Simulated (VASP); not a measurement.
# Sb (Im-3m) in VASP: a series of runs

Sb is run at these levels: PBE; tasks: relaxation of cell and atoms, single point.

All numbers are computed with VASP 6.6.1; they aren't measurements. Logs are shortened: lines on timing, memory, paths and dates and some standing lists are left out, and cuts for length are marked.

## 1. The cell of the first run

It takes space group Im-3m (No. 229, cubic). The conventional cell has a = 3.788 Å, b = 3.788 Å, c = 3.788 Å, α = 90.00°, β = 90.00°, γ = 90.00°. Within 4.3 Å of Sb (site symmetry m-3m) lie 14 Sb at 3.28 to 3.79 Å.

## 2. Relaxation of cell and atoms, PBE

Contents of INCAR:

```
PREC = Accurate
ENCUT = 500
EDIFF = 1E-7
ISMEAR = -1
SIGMA = 0.1
LREAL = False
LASPH = True
NELM = 120
ALGO = Normal
ISIF = 3
LWAVE = False
LCHARG = False
GGA = PE
IBRION = 2
NSW = 80
EDIFFG = -0.01
GGA_COMPAT = False
NELMIN = 4
```

Contents of KPOINTS:

```
regular mesh
0
Gamma
  12 12 12
```

Contents of POSCAR:

```
Sb
1.0
   -1.8941349331      1.8941349331      1.8941349331
    1.8941349331     -1.8941349331      1.8941349331
    1.8941349331      1.8941349331     -1.8941349331
Sb
1
Direct
    0.0000000000      0.0000000000      0.0000000000
```

Potentials or basis: VASP PAW PBE potentials, release 64 (Sb).

Launch:

```sh
$ cat potpaw_PBE.64/Sb/POTCAR > POTCAR
$ mpirun -np 1 vasp_std > vasp.out
```

OUTCAR:

```text
PREC = Accurate
   ENCUT = 500
   EDIFF = 1E-7
   ISMEAR = -1
   LREAL = False
   LASPH = True
   NELM = 120
   ISIF = 3
   GGA = PE
   IBRION = 2
   NSW = 80
   EDIFFG = -0.01
   NELMIN = 4

 ion  position               nearest neighbor table
   1  0.000  0.000  0.000-

  LATTYP: Found a body centered cubic cell.
 ALAT       =     3.7882698662

  Lattice vectors:

 A1 = (  -1.8941349331,   1.8941349331,   1.8941349331)
 A2 = (   1.8941349331,  -1.8941349331,   1.8941349331)
 A3 = (   1.8941349331,   1.8941349331,  -1.8941349331)

Analysis of symmetry for initial positions (statically):
=====================================================================
 Subroutine PRICEL returns:
 Original cell was already a primitive cell.

 Routine SETGRP: Setting up the symmetry group for a
 body centered cubic supercell.

 Subroutine GETGRP returns: Found 48 space group operations
 (whereof 48 operations were pure point group operations)
 out of a pool of 48 trial point group operations.

The static configuration has the point symmetry O_h .

Analysis of symmetry for dynamics (positions and initial velocities):
=====================================================================
 Subroutine PRICEL returns:
 Original cell was already a primitive cell.

 Routine SETGRP: Setting up the symmetry group for a
 body centered cubic supercell.

 Subroutine GETGRP returns: Found 48 space group operations
 (whereof 48 operations were pure point group operations)
 out of a pool of 48 trial point group operations.

The dynamic configuration has the point symmetry O_h .

 Subroutine INISYM returns: Found 48 space group operations
 (whereof 48 operations are pure point group operations),
 and found     1 'primitive' translations

----------------------------------------------------------------------------------------

                                     Primitive cell

  volume of cell :      27.1827

  direct lattice vectors                    reciprocal lattice vectors
    -1.894134933  1.894134933  1.894134933     0.000000000  0.263972746  0.263972746
     1.894134933 -1.894134933  1.894134933     0.263972746  0.000000000  0.263972746
     1.894134933  1.894134933 -1.894134933     0.263972746  0.263972746  0.000000000

  length of vectors
     3.280737941  3.280737941  3.280737941     0.373313838  0.373313838  0.373313838

  position of ions in fractional coordinates (direct lattice)
     0.000000000  0.000000000  0.000000000

  ion indices of the primitive-cell ions
   primitive index   ion index
                 1           1

----------------------------------------------------------------------------------------

 KPOINTS: regular mesh

Automatic generation of k-mesh.
 Grid dimensions read from file:
 generate k-points for:   12   12   12

 Generating k-lattice:

  Cartesian coordinates                     Fractional coordinates (reciprocal lattice)
     0.000000000  0.021997729  0.021997729     0.083333333  0.000000000  0.000000000
     0.021997729  0.000000000  0.021997729     0.000000000  0.083333333  0.000000000
     0.021997729  0.021997729  0.000000000     0.000000000  0.000000000  0.083333333

  Length of vectors
     0.031109486  0.031109486  0.031109486

  Shift w.r.t. Gamma in fractional coordinates (k-lattice)
     0.000000000  0.000000000  0.000000000

 Subroutine IBZKPT returns following result:
 ===========================================

 Found     72 irreducible k-points:

 Following reciprocal coordinates:
            Coordinates               Weight
  0.000000  0.000000  0.000000      1.000000
  0.083333  0.000000  0.000000     12.000000
  0.166667  0.000000  0.000000     12.000000
  0.250000  0.000000  0.000000     12.000000
  0.333333  0.000000  0.000000     12.000000
  0.416667  0.000000  0.000000     12.000000
[... 16 lines left out ...]
  0.333333  0.083333  0.083333     24.000000
  0.416667  0.083333  0.083333     12.000000
 [... further k-points ...]
   k-points           NKPTS =     72   k-points in BZ     NKDIM =     72   number of bands    NBANDS=      6
   number of dos      NEDOS =    301   number of ions     NIONS =      1
   total plane-waves  NPLWV =  13824
   dimension x,y,z NGX =    24 NGY =   24 NGZ =   24
   dimension x,y,z NGXF=    48 NGYF=   48 NGZF=   48
   ions per type =               1
   NGX,Y,Z   is equivalent  to a cutoff of  12.16, 12.16, 12.16 a.u.
   NGXF,Y,Z  is equivalent  to a cutoff of  24.32, 24.32, 24.32 a.u.
 SYSTEM =  unknown system
   PREC   = accura    normal or accurate (medium, high low for compatibility)
   ISTART =      0    job   : 0-new  1-cont  2-samecut
   ICHARG =      2    charge: 1-file 2-atom 10-const
   ISPIN  =      1    spin polarized calculation?
   LNONCOLLINEAR =      F non collinear calculations
   LSORBIT =      F    spin-orbit coupling
   LASPH  =      T    aspherical Exc in radial PAW
   ENCUT  =  500.0 eV  36.75 Ry    6.06 a.u.   5.98  5.98  5.98*2*pi/ulx,y,z
   NELM   =    120;   NELMIN=  4; NELMDL= -5     # of ELM steps
   EDIFF  = 0.1E-06   stopping-criterion for ELM
   LREAL  =      F    real-space projection
   EDIFFG = -.1E-01   stopping-criterion for IOM
   NSW    =     80    number of steps for IOM
   IBRION =      2    ionic relax: 0-MD 1-quasi-New 2-CG
   NFREE  =      1    steps in history (QN), initial steepest desc. (CG)
   ISIF   =      3    stress and relaxation
   ISYM   =      2    0-nonsym 1-usesym 2-fastsym
   POTIM  = 0.5000    time-step for ionic-motion
   TEBEG  =    0.0;   TEEND  =   0.0 temperature during run
   PSTRESS=    0.0 pullay stress
   NELECT =       5.0000    total number of electrons
   NUPDOWN=      -1.0000    fix difference up-down
   EMIN   =  10.00;   EMAX   =-10.00  energy-range for DOS
   EFERMI =   0.00;   METHOD = LEGACY
   ISMEAR =    -1;   SIGMA  =   0.10  broadening in eV -4-tet -1-fermi 0-gaus
   EFERMI_NEDOS =   21; number of points for ismear=-14 and -15
   IALGO  =     38    algorithm
   IMIX   =      4    mixing-type and parameters
     AMIX     =   0.40;   BMIX     =  1.00
     AMIX_MAG =   1.60;   BMIX_MAG =  1.00
  volume/ion in A,a.u.               =      27.18       183.44
  Fermi-wavevector in a.u.,A,eV,Ry     =   0.931038  1.759406 11.793954  0.866831
  Thomas-Fermi vector in A             =   2.057489
   LORBIT       =      0    0 simple, 1 ext, 2 COOP (PROOUT), +10 PAW based schemes
   GGA     = PE    functional components
   LHFCALC =     F    Hartree Fock is set to
   AEXX    =    0.0000 exact exchange contribution
   IVDW    =     0    specifies the selected vdW correction
   LEPSILON=     F    determine dielectric tensor
   LRPA    =     F    only Hartree local field effects (RPA)
 conjugate gradient relaxation of ions
 non-spin polarized calculation
  energy-cutoff  :      500.00
  volume of cell :       27.18
 maximum number of plane-waves:       712
   NGX = 11   NGY = 11   NGZ = 11

 number of electron       5.0000000 magnetization

 Free energy of the ion-electron system (eV)
  ---------------------------------------------------
  ext. energy  EPLUGINS =         0.00000000
  ---------------------------------------------------
  free energy    TOTEN  =        -3.92831545 eV

  energy without entropy =       -3.91100085  energy(sigma->0) =       -3.91965815

 E-fermi :   8.3392     XC(G=0): -10.1881

 val. band max:        8.3350221187   @ k =  -0.4167   0.5000   0.0833
 cond. band min:       8.4581989747   @ k =   0.2500   0.1667   0.0000
 fundamental gap:      0.1231768560
 Fermi energy:         8.3391531691

 k-point     1 :       0.0000    0.0000    0.0000
  band No.  band energies     occupation
      1      -4.4422      2.00000
      2      13.7399      0.00000
      3      13.7399      0.00000
      4      13.7399      0.00000
      5      18.8351      0.00000
      6      18.8351      0.00000

 k-point     2 :       0.0833    0.0000    0.0000
  band No.  band energies     occupation
      1      -4.2981      2.00000
      2      12.6486      0.00000
      3      13.2825      0.00000
      4      13.6206      0.00000
      5      18.0095      0.00000
      6      18.0404      0.00000

 k-point     3 :       0.1667    0.0000    0.0000
  band No.  band energies     occupation
      1      -3.8682      2.00000
      2      10.3972      0.00000
      3      12.3389      0.00000
      4      13.2891      0.00000
      5      16.7916      0.00000
      6      17.0523      0.00000

 k-point     4 :       0.2500    0.0000    0.0000
  band No.  band energies     occupation
      1      -3.1615      2.00000
      2       7.9511      1.95956
      3      11.3893      0.00000
      4      12.8447      0.00000
      5      15.8589      0.00000
      6      16.2601      0.00000

 k-point     5 :       0.3333    0.0000    0.0000
  band No.  band energies     occupation
      1      -2.2077      2.00000
      2       5.6555      2.00000
      3      10.6335      0.00000
      4      12.4247      0.00000
      5      15.2136      0.00000
      6      15.6915      0.00000
[... 136 lines left out ...]
 k-point    21 :       0.1667    0.0833    0.0833
  band No.  band energies     occupation
      1      -2.8846      2.00000
      2       7.7374      1.99514
      3      10.3175      0.00000
      4      11.1954      0.00000
      5      17.6185      0.00000
      6      17.7052      0.00000

 k-point    22 :       0.2500    0.0833    0.0833
  band No.  band energies     occupation
      1      -1.9458      2.00000
      2       5.7552      2.00000
      3       9.2489      0.00022
      4      10.6387      0.00000
      5      17.2233      0.00000
      6      17.6189      0.00000

 k-point    23 :       0.3333    0.0833    0.0833
  band No.  band energies     occupation
      1      -0.8910      2.00000
      2       3.9843      2.00000
      3       8.6517      0.08410
      4      10.2844      0.00000
      5      16.9164      0.00000
      6      17.4686      0.00000

 k-point    24 :       0.4167    0.0833    0.0833
  band No.  band energies     occupation
      1      -0.2734      2.00000
      2       3.1160      2.00000
      3       8.4585      0.46523
      4      10.1633      0.00000
      5      16.8079      0.00000
      6      17.4035      0.00000

 [... further k-points ...]

------------------------ aborting loop because EDIFF is reached ----------------------------------------

  FORCE on cell =-STRESS in cart. coord.  units (eV):
  Direction    XX          YY          ZZ          XY          YZ          ZX
  --------------------------------------------------------------------------------------
  -------------------------------------------------------------------------------------
  Total        0.0044185      0.0044185      0.0044185      0.0000000      0.0000000      0.0000000
  in kB        0.2604304      0.2604304      0.2604304      0.0000000      0.0000000      0.0000000
  external PRESSURE =       0.2604304 kB  Pullay stress =       0.0000000 kB

 VOLUME and BASIS-vectors are now :
 -----------------------------------------------------------------------------
  energy-cutoff  :      500.00
  volume of cell :       27.18
      direct lattice vectors                 reciprocal lattice vectors
    -1.894134933  1.894134933  1.894134933     0.000000000  0.263972746  0.263972746
     1.894134933 -1.894134933  1.894134933     0.263972746  0.000000000  0.263972746
     1.894134933  1.894134933 -1.894134933     0.263972746  0.263972746  0.000000000

 POSITION                                       TOTAL-FORCE (eV/Angst)
 -----------------------------------------------------------------------------------
      0.00000      0.00000      0.00000         0.000000      0.000000     -0.000000
 -----------------------------------------------------------------------------------
    total drift:                                0.000000     -0.000000      0.000000

  FREE ENERGIE OF THE ION-ELECTRON SYSTEM (eV)
  ---------------------------------------------------
  free  energy   TOTEN  =        -3.9283154517 eV

  energy  without entropy=       -3.9110008488  energy(sigma->0) =       -3.91965815

 reached required accuracy - stopping structural energy minimisation
```

Run time: 10 s. Hardware: 1 thread of Intel Xeon 8259CL, shared host; peak memory 0.14 GiB.

What came out:

| Property | Result |
| --- | --- |
| Free energy | -3.9283 eV |
| Pressure after relaxing | 0.0 GPa |

Final structure:
```yaml
crystal:
  lattice:
    - [-1.89413, 1.89413, 1.89413]
    - [1.89413, -1.89413, 1.89413]
    - [1.89413, 1.89413, -1.89413]
  atoms:
    - { symbol: Sb, position: [0.00000, 0.00000, 0.00000] }
```

Caveat: the relaxation stopped at its first step, so nothing moved; spin-orbit coupling is left out, which moves the levels of the heavy elements.

## 3. Single point, PBE, non-collinear spin, zero start, spin-orbit coupling

This run uses another cell than the first one, of 27.27 Å³/atom, 1.003 times its volume.

Contents of INCAR:

```
ALGO = Normal ; EDIFF = 1E-6
ENCUT = 500 ; GGA = PE
GGA_COMPAT = False ; ISIF = 2
ISMEAR = -1 ; LASPH = True
LCHARG = True ; LNONCOLLINEAR = True
LORBIT = 11 ; LORBMOM = True
LREAL = False ; LSORBIT = True
LVHAR = True ; LWAVE = False
MAGMOM = 0 0 0 ; NBANDS = 16
NELM = 200 ; PREC = Accurate
SIGMA = 0.1
```

Contents of KPOINTS:

```
k-points
0
Gamma
  12 12 12
```

Contents of POSCAR:

```
Sb
1.0
   -1.8962639295      1.8962639295      1.8962639295
    1.8962639295     -1.8962639295      1.8962639295
    1.8962639295      1.8962639295     -1.8962639295
Sb
1
Direct
    0.0000000000      0.0000000000      0.0000000000
```

Potentials or basis: VASP PAW PBE potentials, release 64 (Sb).

Launch:

```sh
$ cat potpaw_PBE.64/Sb/POTCAR > POTCAR
$ mpirun -np 1 vasp_ncl > vasp.out
```

Run time: 56 s. Hardware: 1 thread of Intel Xeon 8259CL, shared host; peak memory 0.21 GiB.

It converged, with:

```yaml
Free_energy: -3.9967 eV
Pressure: 0.0 GPa
Net_moment: 0.00 μB per cell
Valence_electrons_inside_the_program's_atomic_spheres: Sb 2.33
```

Moments on the atoms (μB; x, y, z):
```
Sb  0.00 0.00 0.00
```
